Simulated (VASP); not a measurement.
Write the native input for VASP 6.6.1 that does the following.

| Item | Value |
| --- | --- |
| Task | single point |
| Functional | r2SCAN |
| Potentials or basis | VASP PAW PBE potentials, release 64 (Ba_sv, Ti_sv, O) |
| Cutoff | 520 eV |
| k mesh | 8 × 8 × 8 |
| Occupations | gaussian, width 0.05 eV |
| Spin | no spin polarisation |
| Dipole correction | no |
| Further INCAR settings | ALGO = Normal; EDIFF = 1e-06; NBANDS = 28 |

The system is BaTiO3.

```
Ba Ti O
1.0
     3.99404    0.00000    0.00000
     0.00000    3.99404    0.00000
     0.00000    0.00000    4.17377
Ba Ti O
1 1 3
Cartesian
  1.9970 1.9970 2.0869
  0.0000 0.0000 0.0000
  1.9970 0.0000 0.0000
  0.0000 1.9970 0.0000
  0.0000 0.0000 2.0869
```

This cell differs from its parent crystal: strain +0.0450 x Voigt [0, 0, 1, 0, 0, 0].

These files were run (other wordings do the same):

POSCAR

```
BaTiO3
1.0
    3.9940382582      0.0000000000      0.0000000000
    0.0000000000      3.9940382582      0.0000000000
    0.0000000000      0.0000000000      4.1737699798
Ba Ti O
1 1 3
Direct
    0.5000000000      0.5000000000      0.5000000000
    0.0000000000      0.0000000000      0.0000000000
    0.5000000000      0.0000000000      0.0000000000
    0.0000000000      0.5000000000      0.0000000000
    0.0000000000      0.0000000000      0.5000000000
```

INCAR.step1

```
SYSTEM = BaTiO3
  PREC = Accurate
  ENCUT = 520
  ISMEAR = 0
  SIGMA = 0.05
  LREAL = .FALSE.
  LASPH = .TRUE.
  NELM = 100
  NBANDS = 28
  GGA = PE
  ALGO = Normal
  EDIFF = 1E-4
  LWAVE = .TRUE.
  LCHARG = .FALSE.
```

INCAR.step2

```
SYSTEM = BaTiO3
  PREC = Accurate
  ENCUT = 520
  EDIFF = 1E-6
  ISMEAR = 0
  SIGMA = 0.05
  LREAL = .FALSE.
  LASPH = .TRUE.
  NELM = 100
  ALGO = Normal
  ISIF = 2
  LWAVE = .FALSE.
  LCHARG = .FALSE.
  METAGGA = R2SCAN
  LMIXTAU = .TRUE.
  NBANDS = 28
  ISTART = 1
```

KPOINTS

```
Automatic mesh
0
G
  8 8 8
  0 0 0
```

Potentials or basis: VASP PAW PBE potentials, release 64 (Ba_sv, Ti_sv, O).

Run with:

```console
$ cat potpaw_PBE.64/Ba_sv/POTCAR potpaw_PBE.64/Ti_sv/POTCAR potpaw_PBE.64/O/POTCAR > POTCAR
$ cp INCAR.step1 INCAR
$ mpirun -np 1 vasp_std > vasp.out
$ cp INCAR.step2 INCAR
$ mpirun -np 1 vasp_std > vasp.out
```

Results of the run:

| Item | Value |
| --- | --- |
| Pressure | -5.1 GPa |
| Band gap on the k mesh | 1.97 eV (least direct gap 2.19 eV) |

Caveat: the cell differs from its parent crystal (strain +0.0450 x Voigt [0, 0, 1, 0, 0, 0]); the stress differs along the axes, from -10 to -3 GPa; the PAW data sets were made with another functional, which shifts forces and pressure a little; spin-orbit coupling is left out, which moves the levels of the heavy elements.

It took 3.6 min on 1 thread of Intel(R) Xeon(R) 6975P-C (Granite Rapids), on a shared host, peak memory 0.27 GiB.
